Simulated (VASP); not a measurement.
# Ir: single point with r2SCAN

The system is Ir.

```xyz
1
Lattice="0.0000 1.8832 1.8832 1.8832 0.0000 1.8832 1.8832 1.8832 0.0000" Properties=species:S:1:pos:R:3 pbc="T T T"
Ir    0.0000    0.0000    0.0000
```

```json
{
  "Program": "VASP 6.6.1",
  "Task": "single point",
  "Functional": "r2SCAN",
  "Potentials or basis": "VASP PAW PBE potentials, release 64 (Ir)",
  "Cutoff": "520 eV",
  "k mesh": "15 × 15 × 15",
  "Occupations": "fermi-dirac, width 0.1 eV",
  "Spin": "no spin polarisation"
}
```

The pressure is 30.6 GPa.

Levels at points of the mesh, in eV from the Fermi level:
| k point | band 1 | band 2 | band 3 | band 4 | band 5 | band 6 | band 7 | band 8 | band 9 |
| --- | --- | --- | --- | --- | --- | --- | --- | --- | --- |
| (0.00, 0.00, 0.00) | -12.21 | -4.40 | -4.40 | -4.40 | -1.42 | -1.42 | 14.93 | 21.16 | 21.16 |

Wall time 2.4 min on 1 thread of AMD EPYC 7R13, on a shared host, peak memory 0.11 GiB.

Caveat: the PAW data sets were made with another functional, which shifts forces and pressure a little; spin-orbit coupling is left out, which moves the levels of the heavy elements.
